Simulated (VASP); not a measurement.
# VN (Fm-3m) in VASP: further runs

VN is run at these levels: PBEsol; tasks: relaxation of cell and atoms, single point.

Everything below comes from runs of VASP 6.6.1. Logs are shortened: lines on timing, memory, paths and dates and some standing lists are left out, and cuts for length are marked.

## 1. The cell of the first run

The structure is cubic, space group Fm-3m (No. 225). Conventional cell: a = 4.120 Å, b = 4.120 Å, c = 4.120 Å, α = 90.00°, β = 90.00°, γ = 90.00°. Within 2.7 Å of V (site symmetry m-3m) lie 6 N at 2.06 Å. N (site symmetry m-3m) has 6 V at 2.06 Å within 2.7 Å.

## 2. Relaxation of cell and atoms, PBEsol

File INCAR:

```
SYSTEM = VN
PREC = Accurate
ENCUT = 600
EDIFF = 1E-7
ISMEAR = 0
SIGMA = 0.1
LREAL = .False.
LASPH = .True.
NELM = 120
ALGO = Normal
ISIF = 3
LWAVE = .False.
LCHARG = .False.
GGA = PS
IBRION = 2
NSW = 100
EDIFFG = -0.05
GGA_COMPAT = .False.
NELMIN = 4
```

File KPOINTS:

```
Automatic mesh
0
Gamma
  8 8 8
  0 0 0
```

File POSCAR:

```
VN
1.0
    0.0000000000      2.0600010983      2.0600010983
    2.0600010983      0.0000000000      2.0600010983
    2.0600010983      2.0600010983      0.0000000000
V N
1 1
Direct
    0.5000000000      0.5000000000      0.5000000000
    0.0000000000      0.0000000000      0.0000000000
```

Potentials or basis: VASP PAW PBE potentials, release 64 (V_sv, N).

Command:

```bash
> cat potpaw_PBE.64/V_sv/POTCAR potpaw_PBE.64/N/POTCAR > POTCAR
> mpirun -np 1 vasp_std > vasp.out
```

OUTCAR:

```text
SYSTEM = VN
   PREC = Accurate
   ENCUT = 600
   EDIFF = 1E-7
   ISMEAR = 0
   LREAL = .False.
   LASPH = .True.
   NELM = 120
   ISIF = 3
   GGA = PS
   IBRION = 2
   NSW = 100
   EDIFFG = -0.05
   NELMIN = 4

 ion  position               nearest neighbor table
   1  0.500  0.500  0.500-   2 2.06   2 2.06   2 2.06   2 2.06   2 2.06   2 2.06
   2  0.000  0.000  0.000-   1 2.06   1 2.06   1 2.06   1 2.06   1 2.06   1 2.06

  LATTYP: Found a face centered cubic cell.
 ALAT       =     4.1200021966

  Lattice vectors:

 A1 = (   0.0000000000,   2.0600010983,   2.0600010983)
 A2 = (   2.0600010983,   0.0000000000,   2.0600010983)
 A3 = (   2.0600010983,   2.0600010983,   0.0000000000)

Analysis of symmetry for initial positions (statically):
=====================================================================
 Subroutine PRICEL returns:
 Original cell was already a primitive cell.

 Routine SETGRP: Setting up the symmetry group for a
 face centered cubic supercell.

 Subroutine GETGRP returns: Found 48 space group operations
 (whereof 48 operations were pure point group operations)
 out of a pool of 48 trial point group operations.

The static configuration has the point symmetry O_h .

Analysis of symmetry for dynamics (positions and initial velocities):
=====================================================================
 Subroutine PRICEL returns:
 Original cell was already a primitive cell.

 Routine SETGRP: Setting up the symmetry group for a
 face centered cubic supercell.

 Subroutine GETGRP returns: Found 48 space group operations
 (whereof 48 operations were pure point group operations)
 out of a pool of 48 trial point group operations.

The dynamic configuration has the point symmetry O_h .

 Subroutine INISYM returns: Found 48 space group operations
 (whereof 48 operations are pure point group operations),
 and found     1 'primitive' translations

----------------------------------------------------------------------------------------

                                     Primitive cell

  volume of cell :      17.4837

  direct lattice vectors                    reciprocal lattice vectors
[... 97 lines left out ...]
   PSTRESS=    0.0 pullay stress
   NELECT =      18.0000    total number of electrons
   NUPDOWN=      -1.0000    fix difference up-down
   EMIN   =  10.00;   EMAX   =-10.00  energy-range for DOS
   EFERMI =   0.00;   METHOD = LEGACY
   ISMEAR =     0;   SIGMA  =   0.10  broadening in eV -4-tet -1-fermi 0-gaus
   EFERMI_NEDOS =   21; number of points for ismear=-14 and -15
   IALGO  =     38    algorithm
   IMIX   =      4    mixing-type and parameters
     AMIX     =   0.40;   BMIX     =  1.00
     AMIX_MAG =   1.60;   BMIX_MAG =  1.00
  volume/ion in A,a.u.               =       8.74        58.99
  Fermi-wavevector in a.u.,A,eV,Ry     =   1.653058  3.123828 37.179312  2.732602
  Thomas-Fermi vector in A             =   2.741562
   LORBIT       =      0    0 simple, 1 ext, 2 COOP (PROOUT), +10 PAW based schemes
   GGA     = PS    functional components
   LHFCALC =     F    Hartree Fock is set to
   AEXX    =    0.0000 exact exchange contribution
   IVDW    =     0    specifies the selected vdW correction
   LEPSILON=     F    determine dielectric tensor
   LRPA    =     F    only Hartree local field effects (RPA)
 conjugate gradient relaxation of ions
 non-spin polarized calculation
 Gauss-broadening in eV      SIGMA  =   0.10
  energy-cutoff  :      600.00
  volume of cell :       17.48
 maximum number of plane-waves:       604
   NGX = 11   NGY = 11   NGZ = 11

--------------------------------------- Ionic step        1  -------------------------------------------

 number of electron      18.0000005 magnetization

 Free energy of the ion-electron system (eV)
  ---------------------------------------------------
  ext. energy  EPLUGINS =         0.00000000
  ---------------------------------------------------
  free energy    TOTEN  =       -20.54839175 eV

  energy without entropy =      -20.53589483  energy(sigma->0) =      -20.54214329

------------------------ aborting loop because EDIFF is reached ----------------------------------------

  FORCE on cell =-STRESS in cart. coord.  units (eV):
  Direction    XX          YY          ZZ          XY          YZ          ZX
  --------------------------------------------------------------------------------------
  -------------------------------------------------------------------------------------
  Total       -1.1428765     -1.1428765     -1.1428765      0.0000000      0.0000000      0.0000000
  in kB     -104.7315481   -104.7315481   -104.7315481      0.0000000      0.0000000      0.0000000
  external PRESSURE =    -104.7315481 kB  Pullay stress =       0.0000000 kB
[... 59 lines left out ...]
--------------------------------------- Ionic step        3  -------------------------------------------

 number of electron      18.0000005 magnetization

 Free energy of the ion-electron system (eV)
  ---------------------------------------------------
  ext. energy  EPLUGINS =         0.00000000
  ---------------------------------------------------
  free energy    TOTEN  =       -20.56739840 eV

  energy without entropy =      -20.55513139  energy(sigma->0) =      -20.56126489

 E-fermi :  12.4000     XC(G=0): -14.0013

 val. band max:       12.3569617529   @ k =   0.2500   0.0000   0.0000
 cond. band min:      12.4166157377   @ k =  -0.3750   0.2500   0.0000
 fundamental gap:      0.0596539848
 Fermi energy:        12.4000446779

 k-point     1 :       0.0000    0.0000    0.0000
  band No.  band energies     occupation
      1     -52.8258      2.00000
      2     -26.5489      2.00000
      3     -26.5489      2.00000
      4     -26.5489      2.00000
      5      -5.8388      2.00000
      6      10.0709      2.00000
      7      10.0709      2.00000
      8      10.0709      2.00000
      9      10.7189      2.00000
     10      10.7189      2.00000
     11      10.7189      2.00000
     12      11.8286      2.00000
     13      11.8286      2.00000
[... 354 lines left out ...]
  band No.  band energies     occupation
      1     -52.7238      2.00000
      2     -27.0279      2.00000
      3     -26.7448      2.00000
      4     -26.6498      2.00000
      5      -3.2033      2.00000
      6       4.1677      2.00000
      7       5.9992      2.00000
      8       6.4005      2.00000
      9      12.4851      0.22907
     10      12.7868      0.00000
     11      13.6916      0.00000
     12      15.9623      0.00000
     13      16.5984      0.00000

 [... further k-points ...]
[... 5 lines left out ...]
  --------------------------------------------------------------------------------------
  -------------------------------------------------------------------------------------
  Total       -0.0205132     -0.0205132     -0.0205132     -0.0000000      0.0000000      0.0000000
  in kB       -1.9415657     -1.9415657     -1.9415657     -0.0000000      0.0000000      0.0000000
  external PRESSURE =      -1.9415657 kB  Pullay stress =       0.0000000 kB
[... 17 lines left out ...]
  FREE ENERGIE OF THE ION-ELECTRON SYSTEM (eV)
  ---------------------------------------------------
  free  energy   TOTEN  =       -20.5673983996 eV

  energy  without entropy=      -20.5551313903  energy(sigma->0) =      -20.56126489

 reached required accuracy - stopping structural energy minimisation
```

CONTCAR:

```text
VN
   1.00000000000000
     0.0000000000000000    2.0379208697315443    2.0379208697315443
     2.0379208697315443   -0.0000000000000000    2.0379208697315443
     2.0379208697315443    2.0379208697315443   -0.0000000000000000
  V               N
     1     1
Direct
     0.5000000000000000    0.5000000000000000    0.5000000000000000
     0.0000000000000000    0.0000000000000000    0.0000000000000000

  0.00000000E+00  0.00000000E+00  0.00000000E+00
  0.00000000E+00  0.00000000E+00  0.00000000E+00
```

Run time: 9.3 s. Hardware: 1 thread of Intel Xeon 6975P-C (Granite Rapids), shared host; peak memory 0.14 GiB.

What came out:

```yaml
Free_energy: -20.5674 eV
Relaxed_volume: 8.46 Å³/atom
Relaxed_cell: a = 2.882 Å, b = 2.882 Å, c = 2.882 Å, α = 60.00°, β = 60.00°, γ = 60.00°
Space_group_after_relaxing_to_0.05_Å: Fm-3m (No. 225)
Energy_gained_by_relaxing: 9.5 meV/atom
Ionic_steps: 3
Pressure_after_relaxing: -0.2 GPa
```

The path:
| step | energy change (eV) | largest force (eV/Å) | pressure (GPa) | volume (Å³) |
| --- | --- | --- | --- | --- |
| 1 | 0.0000 | 0.0000 | -10.47 | 17.48 |
| 2 | 0.0302 | 0.0000 | 19.58 | 16.08 |
| 3 | -0.0190 | 0.0000 | -0.19 | 16.93 |

Final structure:
```
V N
1.0
     0.00000    2.03792    2.03792
     2.03792    0.00000    2.03792
     2.03792    2.03792    0.00000
V N
1 1
Direct
  0.50000 0.50000 0.50000
  0.00000 0.00000 0.00000
```

Caveat: the bands computed are all filled at some k points, so no gap is given; the PAW data sets were made with another functional, which shifts forces and pressure a little; the run has no spin polarisation, though such a crystal can be magnetic.

## 3. Single point, PBEsol, collinear spin, ferromagnetic start

File INCAR:

```
SYSTEM = VN
PREC = Accurate
ENCUT = 600
EDIFF = 1E-6
ISMEAR = 0
SIGMA = 0.1
LREAL = .False.
LASPH = .True.
NELM = 200
ALGO = Normal
ISIF = 2
LWAVE = .False.
LCHARG = .False.
ISPIN = 2
MAGMOM = 2 0
LORBIT = 11
LMAXMIX = 4
GGA = PS
NBANDS = 20
GGA_COMPAT = .False.
```

KPOINTS is that of step 2.

POSCAR is that of step 2.

Potentials or basis: VASP PAW PBE potentials, release 64 (V_sv, N).

Command:

```bash
> cat potpaw_PBE.64/V_sv/POTCAR potpaw_PBE.64/N/POTCAR > POTCAR
> mpirun -np 1 vasp_std > vasp.out
```

OUTCAR:

```text
SYSTEM = VN
   PREC = Accurate
   ENCUT = 600
   EDIFF = 1E-6
   ISMEAR = 0
   LREAL = .False.
   LASPH = .True.
   NELM = 200
   ISIF = 2
   ISPIN = 2
   LORBIT = 11
   GGA = PS

 ion  position               nearest neighbor table
   1  0.500  0.500  0.500-   2 2.06   2 2.06   2 2.06   2 2.06   2 2.06   2 2.06
   2  0.000  0.000  0.000-   1 2.06   1 2.06   1 2.06   1 2.06   1 2.06   1 2.06

  LATTYP: Found a face centered cubic cell.
 ALAT       =     4.1200021966

  Lattice vectors:

 A1 = (   0.0000000000,   2.0600010983,   2.0600010983)
 A2 = (   2.0600010983,   0.0000000000,   2.0600010983)
 A3 = (   2.0600010983,   2.0600010983,   0.0000000000)

Analysis of symmetry for initial positions (statically):
=====================================================================
 Subroutine PRICEL returns:
 Original cell was already a primitive cell.

 Routine SETGRP: Setting up the symmetry group for a
 face centered cubic supercell.

 Subroutine GETGRP returns: Found 48 space group operations
 (whereof 48 operations were pure point group operations)
 out of a pool of 48 trial point group operations.

The static configuration has the point symmetry O_h .

Analysis of symmetry for dynamics (positions and initial velocities):
=====================================================================
 Subroutine PRICEL returns:
 Original cell was already a primitive cell.

 Routine SETGRP: Setting up the symmetry group for a
 face centered cubic supercell.

 Subroutine GETGRP returns: Found 48 space group operations
 (whereof 48 operations were pure point group operations)
 out of a pool of 48 trial point group operations.

The dynamic configuration has the point symmetry O_h .

Analysis of structural, dynamic, and magnetic symmetry:
=====================================================================
 Subroutine PRICEL returns:
 Original cell was already a primitive cell.

 Routine SETGRP: Setting up the symmetry group for a
 face centered cubic supercell.

 Subroutine GETGRP returns: Found 48 space group operations
 (whereof 48 operations were pure point group operations)
 out of a pool of 48 trial point group operations.

[... 140 lines left out ...]
 Free energy of the ion-electron system (eV)
  ---------------------------------------------------
  ext. energy  EPLUGINS =         0.00000000
  ---------------------------------------------------
  free energy    TOTEN  =       -20.54840148 eV

  energy without entropy =      -20.53640720  energy(sigma->0) =      -20.54240434

 E-fermi :  11.8912     XC(G=0): -13.8112

 val. band max:       11.8814626687   @ k =  -0.3750   0.2500   0.0000
 cond. band min:      11.8956604168   @ k =  -0.2500   0.1250   0.0000
 fundamental gap:      0.0141977481
 Fermi energy:        11.8911675984

 spin component 1

 k-point     1 :       0.0000    0.0000    0.0000
  band No.  band energies     occupation
      1     -53.3551      1.00000
      2     -27.0963      1.00000
      3     -27.0963      1.00000
      4     -27.0963      1.00000
      5      -6.0871      1.00000
      6       9.6385      1.00000
[... 541 lines left out ...]
     19      35.9051      0.00000
     20      40.4105      0.00000

 [... further k-points ...]

 spin component 2

 k-point     1 :       0.0000    0.0000    0.0000
  band No.  band energies     occupation
      1     -53.2916      1.00000
      2     -27.0335      1.00000
      3     -27.0335      1.00000
      4     -27.0335      1.00000
      5      -6.0773      1.00000
      6       9.6440      1.00000
[... 541 lines left out ...]
     19      35.9294      0.00000
     20      40.5205      0.00000

 [... further k-points ...]
[... 5 lines left out ...]
  --------------------------------------------------------------------------------------
  -------------------------------------------------------------------------------------
  Total       -1.1416797     -1.1416797     -1.1416797      0.0000000     -0.0000000      0.0000000
  in kB     -104.6218774   -104.6218774   -104.6218774      0.0000000     -0.0000000      0.0000000
  external PRESSURE =    -104.6218774 kB  Pullay stress =       0.0000000 kB

 VOLUME and BASIS-vectors are now :
 -----------------------------------------------------------------------------
  energy-cutoff  :      600.00
  volume of cell :       17.48
      direct lattice vectors                 reciprocal lattice vectors
     0.000000000  2.060001098  2.060001098    -0.242718317  0.242718317  0.242718317
     2.060001098  0.000000000  2.060001098     0.242718317 -0.242718317  0.242718317
     2.060001098  2.060001098  0.000000000     0.242718317  0.242718317 -0.242718317

 POSITION                                       TOTAL-FORCE (eV/Angst)
 -----------------------------------------------------------------------------------
      2.06000      2.06000      2.06000        -0.000000      0.000000     -0.000000
      0.00000      0.00000      0.00000         0.000000     -0.000000      0.000000
 -----------------------------------------------------------------------------------
    total drift:                                0.000000     -0.000000      0.000000

  FREE ENERGIE OF THE ION-ELECTRON SYSTEM (eV)
  ---------------------------------------------------
  free  energy   TOTEN  =       -20.5484014849 eV

  energy  without entropy=      -20.5364072033  energy(sigma->0) =      -20.54240434

 total charge

# of ion       s       p       d       tot
------------------------------------------
    1        2.241   6.284   3.161  11.685
    2        1.234   2.491   0.000   3.726
--------------------------------------------------
tot          3.476   8.775   3.161  15.411

 magnetization (x)

# of ion       s       p       d       tot
------------------------------------------
    1        0.001   0.000   0.061   0.062
    2        0.000   0.001   0.000   0.002
--------------------------------------------------
tot          0.001   0.002   0.061   0.063
```

It took 12 s on 1 thread of Intel Xeon 6975P-C (Granite Rapids), shared host; peak memory 0.15 GiB.

Results:

```yaml
Free_energy: -20.5484 eV
Pressure: -10.5 GPa
Net_moment: 0.07 μB per cell
Site_moments: V +0.06; N +0.00 μB
Valence_electrons_inside_the_program's_atomic_spheres: V 11.69; N 3.73
```

Caveat: the PAW data sets were made with another functional, which shifts forces and pressure a little. With open d or f shells a metallic result of PBEsol can be an artefact of self-interaction; +U or a hybrid may open a gap.

## 4. Single point, PBEsol

This run uses another cell than the first one, of 8.45 Å³/atom, 0.966 times its volume.

File INCAR:

```
SYSTEM = VN
PREC = Accurate
ENCUT = 600
EDIFF = 1E-6
ISMEAR = 0
SIGMA = 0.1
LREAL = .FALSE.
LASPH = .TRUE.
NELM = 120
ALGO = Normal
ISIF = 2
LWAVE = .FALSE.
LCHARG = .FALSE.
GGA = PS
NBANDS = 16
GGA_COMPAT = .FALSE.
```

File KPOINTS:

```
Automatic mesh
0
G
  18 18 18
  0 0 0
```

File POSCAR:

```
VN
1.0
    0.0000000000      2.0364664716      2.0364664716
    2.0364664716      0.0000000000      2.0364664716
    2.0364664716      2.0364664716      0.0000000000
V N
1 1
Direct
    0.5000000000      0.5000000000      0.5000000000
    0.0000000000      0.0000000000      0.0000000000
```

Command:

```bash
> cat potpaw_PBE.64/V_sv/POTCAR potpaw_PBE.64/N/POTCAR > POTCAR
> mpirun -np 1 vasp_std > vasp.out
```

It took 17 s on 1 thread of Intel Xeon 6975P-C (Granite Rapids), shared host; peak memory 0.18 GiB.

It converged, with:

- Free energy: -20.5689 eV
- Pressure: 0.5 GPa
- Band gap on the k mesh: zero (band 9 reaches 13.03 eV, above the bottom of band 10 at 10.75 eV)

Levels at points of the mesh, in eV from the Fermi level:
```
           k point  band 7  band 8  band 9  band 10  band 11  band 12
(0.00, 0.00, 0.00)   -2.29   -2.29   -1.63    -1.63    -1.63    -0.52
(0.50, 0.00, 0.00)   -6.34   -6.34    0.65     0.65     1.58     5.26
(0.50, 0.50, 0.00)   -4.07   -3.75   -3.75     0.52     1.31     1.31
```

Caveat: the PAW data sets were made with another functional, which shifts forces and pressure a little; the run has no spin polarisation, though such a crystal can be magnetic.

## 5. Single point, PBEsol

This run uses another cell than the first one, of 8.45 Å³/atom, 0.966 times its volume.

File INCAR:

```
PREC = Accurate
ENCUT = 600
EDIFF = 1E-6
ISMEAR = 0
SIGMA = 0.1
LREAL = F
LASPH = T
NELM = 120
ALGO = Normal
ISIF = 2
LWAVE = F
LCHARG = T
GGA = PS
LELF = T
LVHAR = T
NBANDS = 16
GGA_COMPAT = F
```

File KPOINTS:

```
regular mesh
0
Gamma
  18 18 18
```

POSCAR is that of step 4.

Command:

```bash
> cat potpaw_PBE.64/V_sv/POTCAR potpaw_PBE.64/N/POTCAR > POTCAR
> mpirun -np 1 vasp_std > vasp.out
```

It took 18 s on 1 thread of Intel Xeon 6975P-C (Granite Rapids), shared host; peak memory 0.18 GiB.

Results (log left out):

```yaml
Free_energy: -20.5689 eV
Pressure: 0.5 GPa
Band_gap_on_the_k_mesh: zero (band 9 reaches 13.03 eV, above the bottom of band 10 at 10.75 eV)
```

Levels at points of the mesh, in eV from the Fermi level:
```tsv
k point	band 6	band 7	band 8	band 9	band 10	band 11	band 12	band 13
(0.00, 0.00, 0.00)	-2.29	-2.29	-2.29	-1.63	-1.63	-1.63	-0.52	-0.52
(0.50, 0.00, 0.00)	-9.22	-6.34	-6.34	0.65	0.65	1.58	5.26	5.26
(0.50, 0.50, 0.00)	-6.84	-4.07	-3.75	-3.75	0.52	1.31	1.31	2.93
```

Caveat: the PAW data sets were made with another functional, which shifts forces and pressure a little; the run has no spin polarisation, though such a crystal can be magnetic.

(Continued in part 2 of 2.)
